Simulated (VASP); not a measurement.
# BaTiO3 (R3m) in VASP: notebook

BaTiO3 is run at these levels: PBEsol; tasks: single point.

Everything below comes from runs of VASP 6.6.1. Logs are shortened: lines on timing, memory, paths and dates and some standing lists are left out, and cuts for length are marked.

## Step 1: The cell of the first run

The structure is trigonal, space group R3m (No. 160). Conventional cell: a = 5.598 Å, b = 5.598 Å, c = 6.955 Å, α = 90.00°, β = 90.00°, γ = 120.00°. Ba (site symmetry 3m) has 12 O at 2.78 to 2.88 Å and 8 Ti at 3.37 to 3.59 Å within 3.7 Å. Ti (site symmetry 3m) has 6 O at 1.86 to 2.13 Å within 2.5 Å. Within 2.5 Å of O (site symmetry m) lie 2 Ti at 1.86 to 2.13 Å.

## Step 2: Single point, PBEsol

The input, INCAR:

```
SYSTEM = BaTiO3
PREC = Accurate
ENCUT = 520
EDIFF = 1E-6
ISMEAR = -1
SIGMA = 0.05
LREAL = .False.
LASPH = .True.
NELM = 60
ALGO = Normal
ISIF = 2
LWAVE = .False.
LCHARG = .False.
GGA = PS
NBANDS = 28
```

The input, KPOINTS:

```
regular mesh
0
Gamma
  6 6 6
  0 0 0
```

The input, POSCAR:

```
BaTiO3
1.0
    2.7990929423      1.6160570637      2.3183934932
   -2.7990929423      1.6160570637      2.3183934932
    0.0000000000     -3.2321141275      2.3183934932
Ba Ti O
1 1 3
Direct
    0.0000000000      0.0000000000      0.0000000000
    0.4845000000      0.4845000000      0.4845000000
    0.5086000000      0.0175000000      0.5086000000
    0.0175000000      0.5086000000      0.5086000000
    0.5086000000      0.5086000000      0.0175000000
```

Potentials or basis: VASP PAW PBE potentials, release 64 (Ba_sv, Ti_sv, O).

Command:

```sh
$ cat potpaw_PBE.64/Ba_sv/POTCAR potpaw_PBE.64/Ti_sv/POTCAR potpaw_PBE.64/O/POTCAR > POTCAR
$ mpirun -np 1 vasp_std > vasp.out
```

OUTCAR:

```text
SYSTEM = BaTiO3
   PREC = Accurate
   ENCUT = 520
   EDIFF = 1E-6
   ISMEAR = -1
   LREAL = .False.
   LASPH = .True.
   NELM = 60
   ISIF = 2
   GGA = PS

 ion  position               nearest neighbor table
   1  0.000  0.000  0.000-   5 2.78   4 2.78   3 2.78   5 2.80   5 2.80   3 2.80   4 2.80   4 2.80
                             3 2.80   5 2.88   4 2.88   3 2.88   2 3.37   2 3.40   2 3.40   2 3.40
   2  0.484  0.484  0.484-   3 1.86   4 1.86   5 1.86   3 2.13   4 2.13   5 2.13   1 3.37   1 3.40
                             1 3.40   1 3.40   1 3.47   1 3.47   1 3.47   1 3.59
   3  0.509  0.017  0.509-   2 1.86   2 2.13   1 2.78   1 2.80   1 2.80   1 2.88
   4  0.017  0.509  0.509-   2 1.86   2 2.13   1 2.78   1 2.80   1 2.80   1 2.88
   5  0.509  0.509  0.017-   2 1.86   2 2.13   1 2.78   1 2.80   1 2.80   1 2.88

  LATTYP: Found a trigonal (rhomboedric) cell.
 ALAT       =     3.9776261918
 COS(alpha) =     0.0095861597

  Lattice vectors:

 A1 = (   2.7990929423,   1.6160570637,   2.3183934932)
 A2 = (  -2.7990929423,   1.6160570637,   2.3183934932)
 A3 = (   0.0000000000,  -3.2321141275,   2.3183934932)

Analysis of symmetry for initial positions (statically):
=====================================================================
 Subroutine PRICEL returns:
 Original cell was already a primitive cell.

 Routine SETGRP: Setting up the symmetry group for a
 trigonal (rhombohedral) supercell.

 Subroutine GETGRP returns: Found  6 space group operations
 (whereof  6 operations were pure point group operations)
 out of a pool of 12 trial point group operations.

The static configuration has the point symmetry C_3v.

Analysis of symmetry for dynamics (positions and initial velocities):
=====================================================================
 Subroutine PRICEL returns:
 Original cell was already a primitive cell.

 Routine SETGRP: Setting up the symmetry group for a
 trigonal (rhombohedral) supercell.

 Subroutine GETGRP returns: Found  6 space group operations
 (whereof  6 operations were pure point group operations)
 out of a pool of 12 trial point group operations.

The dynamic configuration has the point symmetry C_3v.

 Subroutine INISYM returns: Found  6 space group operations
 (whereof  6 operations are pure point group operations),
 and found     1 'primitive' translations

----------------------------------------------------------------------------------------

                                     Primitive cell

  volume of cell :      62.9234

  direct lattice vectors                    reciprocal lattice vectors
     2.799092942  1.616057064  2.318393493     0.178629295  0.103131672  0.143777721
    -2.799092942  1.616057064  2.318393493    -0.178629295  0.103131672  0.143777721
     0.000000000 -3.232114128  2.318393493     0.000000000 -0.206263344  0.143777721

  length of vectors
     3.977626192  3.977626192  3.977626192     0.251429115  0.251429115  0.251429115

  position of ions in fractional coordinates (direct lattice)
     0.000000000  0.000000000  0.000000000
     0.484500000  0.484500000  0.484500000
     0.508600000  0.017500000  0.508600000
     0.017500000  0.508600000  0.508600000
     0.508600000  0.508600000  0.017500000

  ion indices of the primitive-cell ions
   primitive index   ion index
                 1           1
                 2           2
                 3           3
                 4           4
                 5           5

----------------------------------------------------------------------------------------

 KPOINTS: regular mesh

Automatic generation of k-mesh.
 Grid dimensions read from file:
 generate k-points for:    6    6    6

 Generating k-lattice:

  Cartesian coordinates                     Fractional coordinates (reciprocal lattice)
     0.029771549  0.017188612  0.023962954     0.166666667  0.000000000 -0.000000000
    -0.029771549  0.017188612  0.023962954     0.000000000  0.166666667 -0.000000000
     0.000000000 -0.034377224  0.023962954    -0.000000000 -0.000000000  0.166666667

  Length of vectors
     0.041904853  0.041904853  0.041904853

  Shift w.r.t. Gamma in fractional coordinates (k-lattice)
     0.000000000  0.000000000  0.000000000

 Subroutine IBZKPT returns following result:
 ===========================================

 Found     32 irreducible k-points:

 Following reciprocal coordinates:
            Coordinates               Weight
  0.000000  0.000000  0.000000      1.000000
  0.166667 -0.000000 -0.000000      6.000000
  0.333333 -0.000000  0.000000      6.000000
  0.500000 -0.000000  0.000000      3.000000
  0.166667  0.166667 -0.000000      6.000000
  0.333333  0.166667  0.000000     12.000000
[... 16 lines left out ...]
  0.500000  0.500000  0.166667      6.000000
 -0.333333  0.500000  0.166667     12.000000
 [... further k-points ...]
   k-points           NKPTS =     32   k-points in BZ     NKDIM =     32   number of bands    NBANDS=     28
   number of dos      NEDOS =    301   number of ions     NIONS =      5
   total plane-waves  NPLWV =  27000
   dimension x,y,z NGX =    30 NGY =   30 NGZ =   30
   dimension x,y,z NGXF=    60 NGYF=   60 NGZF=   60
   ions per type =               1   1   3
   NGX,Y,Z   is equivalent  to a cutoff of  12.54, 12.54, 12.54 a.u.
   NGXF,Y,Z  is equivalent  to a cutoff of  25.08, 25.08, 25.08 a.u.
 SYSTEM =  BaTiO3
   PREC   = accura    normal or accurate (medium, high low for compatibility)
   ISTART =      0    job   : 0-new  1-cont  2-samecut
   ICHARG =      2    charge: 1-file 2-atom 10-const
   ISPIN  =      1    spin polarized calculation?
   LNONCOLLINEAR =      F non collinear calculations
   LSORBIT =      F    spin-orbit coupling
   LASPH  =      T    aspherical Exc in radial PAW
   ENCUT  =  520.0 eV  38.22 Ry    6.18 a.u.   7.40  7.40  7.40*2*pi/ulx,y,z
   NELM   =     60;   NELMIN=  2; NELMDL= -5     # of ELM steps
   EDIFF  = 0.1E-05   stopping-criterion for ELM
   LREAL  =      F    real-space projection
   EDIFFG = 0.1E-04   stopping-criterion for IOM
   NSW    =      0    number of steps for IOM
   IBRION =     -1    ionic relax: 0-MD 1-quasi-New 2-CG
   NFREE  =      0    steps in history (QN), initial steepest desc. (CG)
   ISIF   =      2    stress and relaxation
   ISYM   =      2    0-nonsym 1-usesym 2-fastsym
   POTIM  = 0.5000    time-step for ionic-motion
   TEBEG  =    0.0;   TEEND  =   0.0 temperature during run
   PSTRESS=    0.0 pullay stress
   NELECT =      40.0000    total number of electrons
   NUPDOWN=      -1.0000    fix difference up-down
   EMIN   =  10.00;   EMAX   =-10.00  energy-range for DOS
   EFERMI =   0.00;   METHOD = LEGACY
   ISMEAR =    -1;   SIGMA  =   0.05  broadening in eV -4-tet -1-fermi 0-gaus
   EFERMI_NEDOS =   21; number of points for ismear=-14 and -15
   IALGO  =     38    algorithm
   IMIX   =      4    mixing-type and parameters
     AMIX     =   0.40;   BMIX     =  1.00
     AMIX_MAG =   1.60;   BMIX_MAG =  1.00
  volume/ion in A,a.u.               =      12.58        84.93
  Fermi-wavevector in a.u.,A,eV,Ry     =   1.407637  2.660048 26.959156  1.981442
  Thomas-Fermi vector in A             =   2.529876
   LORBIT       =      0    0 simple, 1 ext, 2 COOP (PROOUT), +10 PAW based schemes
   GGA     = PS    functional components
   LHFCALC =     F    Hartree Fock is set to
   AEXX    =    0.0000 exact exchange contribution
   IVDW    =     0    specifies the selected vdW correction
   LEPSILON=     F    determine dielectric tensor
   LRPA    =     F    only Hartree local field effects (RPA)
 non-spin polarized calculation
  energy-cutoff  :      520.00
  volume of cell :       62.92
 maximum number of plane-waves:      1743
 NGX is ok and might be reduce to    30
   NGX = 15   NGY = 15   NGZ = 15

 number of electron      39.9999996 magnetization

 Free energy of the ion-electron system (eV)
  ---------------------------------------------------
  ext. energy  EPLUGINS =         0.00000000
  ---------------------------------------------------
  free energy    TOTEN  =       -41.98126538 eV

  energy without entropy =      -41.98126538  energy(sigma->0) =      -41.98126538

 E-fermi :   4.9736     XC(G=0): -11.5991

 val. band max:        3.7690648682   @ k =   0.5000   0.5000   0.5000
 cond. band min:       6.1579257059   @ k =   0.0000   0.0000   0.0000
 fundamental gap:      2.3888608376
 Fermi energy:         4.9735795806

 k-point     1 :       0.0000    0.0000    0.0000
  band No.  band energies     occupation
      1     -52.1565      2.00000
      2     -28.5464      2.00000
      3     -28.5464      2.00000
      4     -28.5298      2.00000
      5     -20.9289      2.00000
      6     -13.0091      2.00000
[... 20 lines left out ...]
     27       8.7307      0.00000
     28      11.1642      0.00000

 k-point     2 :       0.1667   -0.0000   -0.0000
  band No.  band energies     occupation
      1     -52.1562      2.00000
      2     -28.5587      2.00000
      3     -28.5457      2.00000
      4     -28.5321      2.00000
      5     -20.8957      2.00000
      6     -13.0395      2.00000
[... 20 lines left out ...]
     27       9.2851      0.00000
     28      11.8310      0.00000

 k-point     3 :       0.3333   -0.0000    0.0000
  band No.  band energies     occupation
      1     -52.1556      2.00000
      2     -28.5876      2.00000
      3     -28.5445      2.00000
      4     -28.5323      2.00000
      5     -20.8277      2.00000
      6     -13.1896      2.00000
[... 20 lines left out ...]
     27      10.5828      0.00000
     28      12.1480      0.00000

 k-point     4 :       0.5000   -0.0000    0.0000
  band No.  band energies     occupation
      1     -52.1553      2.00000
      2     -28.6024      2.00000
      3     -28.5439      2.00000
      4     -28.5320      2.00000
      5     -20.7929      2.00000
      6     -13.2861      2.00000
[... 578 lines left out ...]
     27      11.2751      0.00000
     28      12.3288      0.00000

 k-point    23 :       0.5000    0.5000    0.1667
  band No.  band energies     occupation
      1     -52.1538      2.00000
      2     -28.6015      2.00000
      3     -28.5925      2.00000
      4     -28.5492      2.00000
      5     -20.6905      2.00000
      6     -12.5253      2.00000
[... 20 lines left out ...]
     27      12.3769      0.00000
     28      12.7583      0.00000

 k-point    24 :      -0.3333    0.5000    0.1667
  band No.  band energies     occupation
      1     -52.1541      2.00000
      2     -28.5993      2.00000
      3     -28.5818      2.00000
      4     -28.5494      2.00000
      5     -20.7111      2.00000
      6     -12.7127      2.00000
[... 20 lines left out ...]
     27      12.0066      0.00000
     28      12.4998      0.00000

 [... further k-points ...]
[... 5 lines left out ...]
  --------------------------------------------------------------------------------------
  -------------------------------------------------------------------------------------
  Total        2.0990067      2.0990067      0.9773726      0.0000000     -0.0000000      0.0000000
  in kB       53.4456054     53.4456054     24.8861862      0.0000000     -0.0000000      0.0000000
  external PRESSURE =      43.9257990 kB  Pullay stress =       0.0000000 kB

 VOLUME and BASIS-vectors are now :
 -----------------------------------------------------------------------------
  energy-cutoff  :      520.00
  volume of cell :       62.92
      direct lattice vectors                 reciprocal lattice vectors
     2.799092942  1.616057064  2.318393493     0.178629295  0.103131672  0.143777721
    -2.799092942  1.616057064  2.318393493    -0.178629295  0.103131672  0.143777721
     0.000000000 -3.232114128  2.318393493     0.000000000 -0.206263344  0.143777721

 POSITION                                       TOTAL-FORCE (eV/Angst)
 -----------------------------------------------------------------------------------
      0.00000      0.00000      0.00000         0.000000      0.000000     -0.118551
      0.00000     -0.00000      3.36978         0.000000     -0.000000      0.335301
      1.37463     -0.79365      2.39884         0.221318     -0.127778     -0.072250
     -1.37463     -0.79365      2.39884        -0.221318     -0.127778     -0.072250
      0.00000      1.58729      2.39884         0.000000      0.255556     -0.072250
 -----------------------------------------------------------------------------------
    total drift:                                0.000000     -0.000001      0.000924

  FREE ENERGIE OF THE ION-ELECTRON SYSTEM (eV)
  ---------------------------------------------------
  free  energy   TOTEN  =       -41.9812653809 eV

  energy  without entropy=      -41.9812653809  energy(sigma->0) =      -41.98126538
```

Wall time 27 s (1 thread of Intel Xeon 6975P-C (Granite Rapids), shared host); peak memory 0.2 GiB.

Results:

```
Free energy            : -41.9813 eV
Pressure               : 4.4 GPa
Largest force          : 0.335 eV/Å
Band gap on the k mesh : 2.39 eV, indirect (least direct gap 2.74 eV)
```

Forces on the atoms (eV/Å):
```
Ba   0.000  0.000 -0.119
Ti   0.000  0.000  0.335
O    0.221 -0.128 -0.072
O   -0.221 -0.128 -0.072
O    0.000  0.256 -0.072
```

Levels at points of the mesh, in eV from the valence-band top:
```
           k point  band 18  band 19  band 20  band 21  band 22  band 23
(0.00, 0.00, 0.00)    -0.56    -0.35    -0.35     2.39     2.39     2.57
(0.50, 0.00, 0.00)    -1.68    -0.99    -0.80     2.59     3.91     4.00
(0.50, 0.50, 0.00)    -0.89    -0.82    -0.09     3.98     4.00     4.32
(0.50, 0.50, 0.50)     0.00     0.00     0.00     4.49     4.63     4.63
```

Caveat: the PAW data sets were made with another functional, which shifts forces and pressure a little; spin-orbit coupling is left out, which moves the levels of the heavy elements. A k mesh can miss the band edges.

## Step 3: Single point, PBEsol

This run uses another cell than the first one, of 12.84 Å³/atom, 1.020 times its volume.

The input, INCAR:

```
PREC = Accurate ; ENCUT = 520
EDIFF = 1E-6 ; ISMEAR = -1
SIGMA = 0.05 ; LREAL = False
LASPH = True ; NELM = 100
ALGO = Normal ; ISIF = 2
LWAVE = False ; LCHARG = False
GGA = PS ; NBANDS = 28
```

The input, KPOINTS:

```
regular mesh
0
Gamma
  6 6 6
```

POSCAR, as its differences from that of step 2:

```diff
@@ -2,5 +2,5 @@
 1.0
-    2.7990929423      1.6160570637      2.3183934932
-   -2.7990929423      1.6160570637      2.3183934932
-    0.0000000000     -3.2321141275      2.3183934932
+    2.8273666084      1.6323808724      2.3183934932
+   -2.8273666084      1.6323808724      2.3183934932
+    0.0000000000     -3.2647617449      2.3183934932
 Ba Ti O
```

Potentials or basis: VASP PAW PBE potentials, release 64 (Ba_sv, Ti_sv, O).

Command:

```sh
$ cat potpaw_PBE.64/Ba_sv/POTCAR potpaw_PBE.64/Ti_sv/POTCAR potpaw_PBE.64/O/POTCAR > POTCAR
$ mpirun -np 1 vasp_std > vasp.out
```

Wall time 28 s (1 thread of Intel Xeon 6975P-C (Granite Rapids), shared host); peak memory 0.2 GiB.

The run converged. Its results:

```yaml
Free_energy: -42.0063 eV
Pressure: 0.6 GPa
Largest_force: 0.142 eV/Å
Band_gap_on_the_k_mesh: 2.34 eV, indirect (least direct gap 2.74 eV)
```

Forces in eV/Å, atoms in the order of the input:
```
Ba   0.000  0.000 -0.126
Ti   0.000  0.000  0.142
O    0.083 -0.048 -0.005
O   -0.083 -0.048 -0.005
O    0.000  0.096 -0.005
```

Stress tensor (GPa, compression positive):
```
0.66 0.00 0.00
0.00 0.66 0.00
0.00 0.00 0.48
```

Levels at points of the mesh, in eV from the valence-band top:
```
           k point  band 17  band 18  band 19  band 20  band 21  band 22  band 23  band 24
(0.00, 0.00, 0.00)    -1.08    -0.54    -0.40    -0.40     2.34     2.34     2.48     4.51
(0.50, 0.00, 0.00)    -1.71    -1.66    -0.97    -0.84     2.52     3.79     3.88     4.48
(0.50, 0.50, 0.00)    -1.64    -0.90    -0.85    -0.10     3.86     3.86     4.19     5.07
(0.50, 0.50, 0.50)    -2.36    -0.02    -0.02     0.00     4.34     4.49     4.49     6.53
```

Caveat: the PAW data sets were made with another functional, which shifts forces and pressure a little; spin-orbit coupling is left out, which moves the levels of the heavy elements. A k mesh can miss the band edges.

(Part 1 of 2 ends here.)
